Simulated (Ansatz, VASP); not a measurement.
**Pd in VASP and in Ansatz**

```
Pd
1.0
     4.59500    0.00000    0.00000
    -2.29750    3.97939    0.00000
     0.00000    0.00000    2.73459
Pd
3
Direct
  0.00000 0.00000 0.00000
  0.33333 0.66667 0.50000
  0.66667 0.33333 0.50000
```

Alike in both runs: task single point; functional revPBE; k mesh 9 × 9 × 13; occupations fermi-dirac, width 0.1 eV; no spin polarisation.

|  | VASP | Ansatz |
| --- | --- | --- |
| version | VASP 6.6.1 | Ansatz 0.2.0 |
| potentials or method | VASP PAW PBE potentials, release 64 (Pd), cutoff 520 eV | plane waves (420 eV) with PAW, scalar-relativistic |
| valence electrons in the cell | 30 | 54 |

```csv
,VASP,Ansatz,Ansatz less VASP
pressure (GPa),-5.2,-5.0,+0.22
"traceless stress, the component that is largest in VASP (GPa)",0.13,0.10,-0.032
```

VASP's potentials were made for PBE, not for revPBE. VASP's potentials hold 30 valence electrons a cell and Ansatz's 54, so a difference there can come from the potentials and not from the codes.
